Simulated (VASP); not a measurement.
# Pt (Fm-3m) in VASP: a series of runs, part 2 of 2

VASP 6.6.1. The steps go on from the part before.

## 4. Single point, LDA

This run uses another cell than the first one, of 14.77 Å³/atom, 0.927 times its volume.

Contents of INCAR:

```
PREC = Accurate
ENCUT = 520
EDIFF = 1E-7
ISMEAR = -1
SIGMA = 0.1
LREAL = F
LASPH = T
NELM = 60
ALGO = Normal
ISIF = 2
LWAVE = F
LCHARG = T
GGA = CA
LELF = T
LVHAR = T
NBANDS = 11
```

Contents of KPOINTS:

```
Automatic mesh
0
Gamma
  2 2 2
```

Contents of POSCAR:

```
Pt
1.0
    0.0000000000      1.9474302061      1.9474302061
    1.9474302061      0.0000000000      1.9474302061
    1.9474302061      1.9474302061      0.0000000000
Pt
1
Direct
    0.0000000000      0.0000000000      0.0000000000
```

Potentials or basis: VASP PAW LDA potentials, release 64 (Pt).

Started as:

```bash
cat potpaw_LDA.64/Pt/POTCAR > POTCAR
mpirun -np 1 vasp_std > vasp.out
```

OUTCAR:

```text
PREC = Accurate
   ENCUT = 520
   EDIFF = 1E-7
   ISMEAR = -1
   LREAL = F
   LASPH = T
   NELM = 60
   ISIF = 2
   GGA = CA

 ion  position               nearest neighbor table
   1  0.000  0.000  0.000-

  LATTYP: Found a face centered cubic cell.
 ALAT       =     3.8948604122

  Lattice vectors:

 A1 = (   0.0000000000,   1.9474302061,   1.9474302061)
 A2 = (   1.9474302061,   0.0000000000,   1.9474302061)
 A3 = (   1.9474302061,   1.9474302061,   0.0000000000)

Analysis of symmetry for initial positions (statically):
=====================================================================
 Subroutine PRICEL returns:
 Original cell was already a primitive cell.

 Routine SETGRP: Setting up the symmetry group for a
 face centered cubic supercell.

 Subroutine GETGRP returns: Found 48 space group operations
 (whereof 48 operations were pure point group operations)
 out of a pool of 48 trial point group operations.

The static configuration has the point symmetry O_h .

Analysis of symmetry for dynamics (positions and initial velocities):
=====================================================================
 Subroutine PRICEL returns:
[... 141 lines left out ...]
      1       1.0610      2.00000
      2       7.7320      2.00000
      3       7.7320      2.00000
      4       7.7320      2.00000
      5      10.1883      2.00000
      6      10.1883      2.00000
      7      25.8846      0.00000
      8      31.2350      0.00000
      9      31.2350      0.00000
     10      31.2350      0.00000
     11      36.7535      0.00000
[... 15 lines left out ...]
 k-point     3 :       0.5000    0.5000    0.0000
  band No.  band energies     occupation
      1       4.4207      2.00000
      2       4.7309      2.00000
      3      11.9433      1.82445
      4      12.2766      0.54114
      5      12.2766      0.54114
      6      13.2210      0.00006
      7      20.8175      0.00000
      8      22.9809      0.00000
      9      22.9809      0.00000
     10      32.2331      0.00000
     11      35.4433      0.00000

------------------------ aborting loop because EDIFF is reached ----------------------------------------

  FORCE on cell =-STRESS in cart. coord.  units (eV):
  Direction    XX          YY          ZZ          XY          YZ          ZX
  --------------------------------------------------------------------------------------
  -------------------------------------------------------------------------------------
  Total        6.8222884      6.8222884      6.8222884      0.0000000      0.0000000      0.0000000
  in kB      739.9884719    739.9884719    739.9884719      0.0000000      0.0000000      0.0000000
  external PRESSURE =     739.9884719 kB  Pullay stress =       0.0000000 kB

 VOLUME and BASIS-vectors are now :
 -----------------------------------------------------------------------------
  energy-cutoff  :      520.00
  volume of cell :       14.77
      direct lattice vectors                 reciprocal lattice vectors
     0.000000000  1.947430206  1.947430206    -0.256748611  0.256748611  0.256748611
     1.947430206  0.000000000  1.947430206     0.256748611 -0.256748611  0.256748611
     1.947430206  1.947430206  0.000000000     0.256748611  0.256748611 -0.256748611

 POSITION                                       TOTAL-FORCE (eV/Angst)
 -----------------------------------------------------------------------------------
      0.00000      0.00000      0.00000         0.000000      0.000000      0.000000
 -----------------------------------------------------------------------------------
    total drift:                                0.000000     -0.000000      0.000000

  FREE ENERGIE OF THE ION-ELECTRON SYSTEM (eV)
  ---------------------------------------------------
  free  energy   TOTEN  =        -2.7946890129 eV

  energy  without entropy=       -2.6480618203  energy(sigma->0) =       -2.72137542
```

OSZICAR:

```text
N       E                     dE             d eps       ncg     rms          rms(c)
DAV:   1     0.383672327014E+02    0.38367E+02   -0.56468E+03    66   0.883E+02
DAV:   2    -0.249177906291E+01   -0.40859E+02   -0.40025E+02    86   0.171E+02
DAV:   3    -0.311169552678E+01   -0.61992E+00   -0.61807E+00    66   0.187E+01
DAV:   4    -0.311405511532E+01   -0.23596E-02   -0.23594E-02    75   0.133E+00
DAV:   5    -0.311407310855E+01   -0.17993E-04   -0.17995E-04    78   0.106E-01    0.280E+01
DAV:   6    -0.286140128277E+01    0.25267E+00   -0.20884E-01    66   0.420E+00    0.167E+01
DAV:   7    -0.279696136277E+01    0.64440E-01   -0.88744E-02    66   0.256E+00    0.193E+00
DAV:   8    -0.279490206514E+01    0.20593E-02   -0.19571E-03    75   0.452E-01    0.139E-01
DAV:   9    -0.279469050250E+01    0.21156E-03   -0.74354E-04    72   0.258E-01    0.123E-02
DAV:  10    -0.279468924120E+01    0.12613E-05   -0.49833E-06    86   0.228E-02    0.407E-03
DAV:  11    -0.279468901513E+01    0.22607E-06   -0.66824E-07    72   0.736E-03    0.664E-04
DAV:  12    -0.279468901294E+01    0.21854E-08   -0.92557E-09    42   0.847E-04
   1 F= -.27946890E+01 E0= -.27213754E+01  d E =-.146627E+00
```

stdout:

```text
POSCAR found type information on POSCAR Pt
 POSCAR found :  1 types and       1 ions
 scaLAPACK will be used
 LDA part: xc-table for (Slater(with rela. corr.)+CA(PZ))
 , standard interpolation
 POSCAR, INCAR and KPOINTS ok, starting setup
 FFT: planning ... GRIDC
 FFT: planning ... GRID_SOFT
 FFT: planning ... GRID
 WAVECAR not read
 entering main loop
```

Wall time 2.1 s (1 thread of Intel Xeon Platinum 8559C (Emerald Rapids), shared host); peak memory 0.11 GiB.

What came out:

```yaml
Free_energy: -2.7947 eV
Pressure: 74.0 GPa
Band_gap_on_the_k_mesh: zero (band 5 reaches 12.28 eV, above the bottom of band 6 at 10.19 eV)
```

Caveat: the k points lie up to 1.40 Å⁻¹ apart; spin-orbit coupling is left out, which moves the levels of the heavy elements.

## 5. Single point, LDA

This run uses another cell than the first one, of 14.77 Å³/atom, 0.927 times its volume.

Contents of INCAR:

```
PREC     = Accurate       # precision mode
ENCUT    = 520            # plane-wave cutoff, eV
EDIFF    = 1E-6           # SCF threshold, eV
ISMEAR   = -1             # smearing method
SIGMA    = 0.1            # smearing width, eV
LREAL    = False          # projectors in reciprocal space
LASPH    = True           # aspherical terms in the spheres
NELM     = 100            # most SCF steps
ALGO     = Normal         # electronic algorithm
ISIF     = 2              # what is computed and relaxed
LWAVE    = False          # write WAVECAR
LCHARG   = False          # write CHGCAR
GGA      = CA             # functional
NBANDS   = 11             # bands
```

Contents of KPOINTS:

```
Automatic mesh
0
Gamma
  4 4 4
```

POSCAR is that of step 4.

Potentials or basis: VASP PAW LDA potentials, release 64 (Pt).

Started as:

```bash
cat potpaw_LDA.64/Pt/POTCAR > POTCAR
mpirun -np 1 vasp_std > vasp.out
```

OUTCAR:

```text
PREC = Accurate
   ENCUT = 520
   EDIFF = 1E-6
   ISMEAR = -1
   LREAL = False
   LASPH = True
   NELM = 100
   ISIF = 2
   GGA = CA

 ion  position               nearest neighbor table
   1  0.000  0.000  0.000-

  LATTYP: Found a face centered cubic cell.
 ALAT       =     3.8948604122

  Lattice vectors:

 A1 = (   0.0000000000,   1.9474302061,   1.9474302061)
 A2 = (   1.9474302061,   0.0000000000,   1.9474302061)
[... 271 lines left out ...]
      9      23.8335      0.00000
     10      36.2512      0.00000
     11      36.2512      0.00000

------------------------ aborting loop because EDIFF is reached ----------------------------------------

  FORCE on cell =-STRESS in cart. coord.  units (eV):
  Direction    XX          YY          ZZ          XY          YZ          ZX
  --------------------------------------------------------------------------------------
  -------------------------------------------------------------------------------------
  Total       -0.0841392     -0.0841392     -0.0841392      0.0000000      0.0000000     -0.0000000
  in kB       -9.1262741     -9.1262741     -9.1262741      0.0000000      0.0000000     -0.0000000
  external PRESSURE =      -9.1262741 kB  Pullay stress =       0.0000000 kB

 VOLUME and BASIS-vectors are now :
 -----------------------------------------------------------------------------
  energy-cutoff  :      520.00
  volume of cell :       14.77
      direct lattice vectors                 reciprocal lattice vectors
     0.000000000  1.947430206  1.947430206    -0.256748611  0.256748611  0.256748611
     1.947430206  0.000000000  1.947430206     0.256748611 -0.256748611  0.256748611
     1.947430206  1.947430206  0.000000000     0.256748611  0.256748611 -0.256748611

 POSITION                                       TOTAL-FORCE (eV/Angst)
 -----------------------------------------------------------------------------------
      0.00000      0.00000      0.00000         0.000000      0.000000      0.000000
 -----------------------------------------------------------------------------------
    total drift:                                0.000000      0.000000     -0.000000

  FREE ENERGIE OF THE ION-ELECTRON SYSTEM (eV)
  ---------------------------------------------------
  free  energy   TOTEN  =        -7.6631546581 eV

  energy  without entropy=       -7.5958901063  energy(sigma->0) =       -7.62952238
```

stdout:

```text
POSCAR found type information on POSCAR Pt
 POSCAR found :  1 types and       1 ions
 scaLAPACK will be used
 LDA part: xc-table for (Slater(with rela. corr.)+CA(PZ))
 , standard interpolation
 POSCAR, INCAR and KPOINTS ok, starting setup
 FFT: planning ... GRIDC
 FFT: planning ... GRID_SOFT
 FFT: planning ... GRID
 WAVECAR not read
 entering main loop
```

Run time: 2.3 s. Hardware: 1 thread of Intel Xeon Platinum 8559C (Emerald Rapids), shared host; peak memory 0.11 GiB.

What came out:

```yaml
Free_energy: -7.6632 eV
Pressure: -0.9 GPa
Band_gap_on_the_k_mesh: zero (band 5 reaches 12.07 eV, above the bottom of band 6 at 9.89 eV)
```

Levels at points of the mesh, in eV from the Fermi level:
```tsv
k point	band 2	band 3	band 4	band 5	band 6	band 7	band 8	band 9
(0.00, 0.00, 0.00)	-4.23	-4.23	-4.23	-1.94	-1.94	14.26	19.33	19.33
(0.50, 0.00, 0.00)	-4.28	-4.28	-0.85	-0.22	-0.22	5.71	13.85	18.75
(0.50, 0.50, 0.00)	-7.16	-0.23	0.23	0.23	1.43	8.82	11.12	11.12
```

Caveat: the k points lie up to 0.70 Å⁻¹ apart; spin-orbit coupling is left out, which moves the levels of the heavy elements.

## 6. Summary

```tsv
spin	cell	k mesh	smearing	gap on the mesh (eV)	pressure (GPa)	moment (μB)
collinear, ferromagnetic start	a = 2.825 Å, angles 60.0°, 1 atom	23 × 23 × 23	fermi-dirac 0.05 eV	none	-18.6	0.00
collinear, ferromagnetic start	a = 2.859 Å, angles 60.0°, 1 atom	23 × 23 × 23	fermi-dirac 0.05 eV	none	-25.1	0.00
off	a = 2.754 Å, angles 60.0°, 1 atom	2 × 2 × 2	fermi-dirac 0.1 eV	none	74.0	-
off	a = 2.754 Å, angles 60.0°, 1 atom	4 × 4 × 4	fermi-dirac 0.1 eV	none	-0.9	-
```

Alike in all rows: task single point; level LDA; potentials or basis VASP PAW LDA potentials, release 64 (Pt); cutoff (eV) 520.

Caveats: some runs use coarse meshes; spin-orbit coupling is left out, which moves the levels of the heavy elements.

Absolute energies hang on the potentials; compare differences alone.
